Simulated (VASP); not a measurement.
Write the native input for VASP 6.6.1 that does the following.

* Task: relaxation of cell and atoms
* Functional: PBE
* Potentials or basis: VASP PAW PBE potentials, release 64 (Al, P)
* Cutoff: 600 eV
* k mesh: 4 × 4 × 4
* Occupations: gaussian, width 0.1 eV
* Spin: no spin polarisation
* Dipole correction: no
* Further INCAR settings: ALGO = Normal; EDIFF = 1e-06; IBRION = 2; EDIFFG = -0.04; NSW = 90; ISIF = 3

The structure of Al4P lies in POSCAR:

```
Al4P
1.0
   -2.7104683300      2.7104683300      3.0444492600
    2.7104683300     -2.7104683300      3.0444492600
    2.7104683300      2.7104683300     -3.0444492600
Al P
4 1
Direct
    0.2674547900      0.2674547900      0.5349095900
    0.7325452100      0.7325452100      0.4650904100
    0.2674547900      0.7325452100      0.0000000000
    0.7325452100      0.2674547900      0.0000000000
    0.0000000000      0.0000000000      0.0000000000
```

The input as run:

INCAR

```
SYSTEM = Al4P
ALGO     = Normal         ! electronic algorithm
EDIFF    = 1E-6           ! SCF threshold, eV
EDIFFG   = -0.04          ! ionic threshold
ENCUT    = 600            ! plane-wave cutoff, eV
GGA      = PE             ! functional
IBRION   = 2              ! ionic algorithm
ISIF     = 3              ! what is computed and relaxed
ISMEAR   = 0              ! smearing method
LASPH    = .TRUE.         ! aspherical terms in the spheres
LCHARG   = .FALSE.        ! write CHGCAR
LREAL    = .FALSE.        ! projectors in reciprocal space
LWAVE    = .FALSE.        ! write WAVECAR
NELM     = 60             ! most SCF steps
NSW      = 90             ! ionic steps
PREC     = Accurate       ! precision mode
SIGMA    = 0.1            ! smearing width, eV
```

KPOINTS

```
k-points
0
G
  4 4 4
  0 0 0
```

Potentials or basis: VASP PAW PBE potentials, release 64 (Al, P).

Command:

```bash
$ cat potpaw_PBE.64/Al/POTCAR potpaw_PBE.64/P/POTCAR > POTCAR
$ mpirun -np 1 vasp_std > vasp.out
```

Results of the run:

The relaxed volume is 20.91 Å³/atom. The relaxed cell is a = 5.144 Å, b = 5.144 Å, c = 5.144 Å, α = 107.83°, β = 107.83°, γ = 112.81° and the space group after relaxing (to 0.05 Å) is I4/mmm (No. 139). The energy gained by relaxing is 531.1 meV/atom. The ionic steps are 9 and the pressure after relaxing is 0.0 GPa. The largest force after relaxing is 0.020 eV/Å.

Caveat: the k points lie up to 0.38 Å⁻¹ apart in the final cell; the volume moved by over 15 % at a fixed basis, so the end points are rough.

Wall time 51 s on 1 thread of Intel(R) Xeon(R) 6975P-C (Granite Rapids) (shared host), peak memory 0.23 GiB.
